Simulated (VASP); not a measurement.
LiTi12O24 (a cell with a defect), 37 atoms in the cell. The cell holds a defect, 37 atoms: a = 6.567 Å, b = 6.567 Å, c = 8.892 Å, α = 90.00°, β = 90.00°, γ = 90.00°. 

```yaml
Program: VASP 6.6.1
Task: single point
Functional: PBE
Potentials_or_basis: VASP PAW PBE potentials, release 64 (Ti_sv, O, Li_sv)
Cutoff: 520 eV
k_mesh: 2 × 2 × 2, shifted
Occupations: gaussian, width 0.02 eV
Spin: no spin polarisation
Dipole_correction: no
Charge: 1
Further_INCAR_settings: LREAL = Auto; ALGO = Normal; EDIFF = 1e-06; NBANDS = 170; NELECT = 290.0
```

Potentials or basis: VASP PAW PBE potentials, release 64 (Ti_sv, O, Li_sv).

Launch:

```console
$ cat potpaw_PBE.64/Ti_sv/POTCAR potpaw_PBE.64/O/POTCAR potpaw_PBE.64/Li_sv/POTCAR > POTCAR
$ mpirun -np 1 vasp_std > vasp.out
```

Hardware: 1 thread of Intel(R) Xeon(R) Platinum 8375C CPU @ 2.90GHz (Ice Lake), on a shared host.

Q: How long does it take, and how much memory?

A: Run time: 8.9 min on 1 thread of Intel(R) Xeon(R) Platinum 8375C CPU @ 2.90GHz (Ice Lake), with other jobs on the host, peak memory 0.5 GiB. Counts: scf iterations 20, k points 4.
